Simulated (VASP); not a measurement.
Wanted: the native input for a VASP 6.6.1 run.

```yaml
Task: single point
Functional: PBEsol
Potentials_or_basis: VASP PAW PBE potentials, release 64 (Mo_sv, S)
Cutoff: 520 eV
k_mesh: 12 × 12 × 2
Occupations: gaussian, width 0.05 eV
Spin: no spin polarisation
Dipole_correction: no
Further_INCAR_settings: ALGO = Normal; EDIFF = 1e-06; NBANDS = 35
```

The structure of MoS2 lies in POSCAR:

```
MoS2
1.0
    3.1414322073      0.0000000000      0.0000000000
   -1.5707161036      2.8429853001      0.0000000000
    0.0000000000      0.0000000000     12.5788196111
Mo S
2 4
Direct
    0.3333333333      0.6666666667      0.2500000000
    0.6666666667      0.3333333333      0.7500000000
    0.3333333333      0.6666666667      0.6260538431
    0.6666666667      0.3333333333      0.1260538431
    0.3333333333      0.6666666667      0.8739461569
    0.6666666667      0.3333333333      0.3739461569
```

This cell differs from its parent crystal: strain +0.0450 x Voigt [0, 1, 0, 0, 0, 0].

These files were run (other wordings do the same):

INCAR

```
PREC = Accurate
ENCUT = 520
EDIFF = 1E-6
ISMEAR = 0
SIGMA = 0.05
LREAL = F
LASPH = T
NELM = 80
ALGO = Normal
ISIF = 2
LWAVE = F
LCHARG = F
GGA = PS
NBANDS = 35
```

KPOINTS

```
regular mesh
0
Gamma
  12 12 2
```

Potentials or basis: VASP PAW PBE potentials, release 64 (Mo_sv, S).

Run with:

```console
$ cat potpaw_PBE.64/Mo_sv/POTCAR potpaw_PBE.64/S/POTCAR > POTCAR
$ mpirun -np 1 vasp_std > vasp.out
```

Results of the run:

* Pressure: -5.8 GPa
* Largest force: 0.443 eV/Å
* Band gap on the k mesh: 0.93 eV (least direct gap 1.53 eV)

Caveat: the cell differs from its parent crystal (strain +0.0450 x Voigt [0, 1, 0, 0, 0, 0]); the stress differs along the axes, from -10 to -3 GPa; the PAW data sets were made with another functional, which shifts forces and pressure a little; this functional lacks dispersion, which binds layers or chains, so the pressure and a relaxed spacing across them are unreliable.

It took 8.2 min on 1 thread of Oxide Virtual Turin-like Processor, on a shared host, peak memory 0.36 GiB.
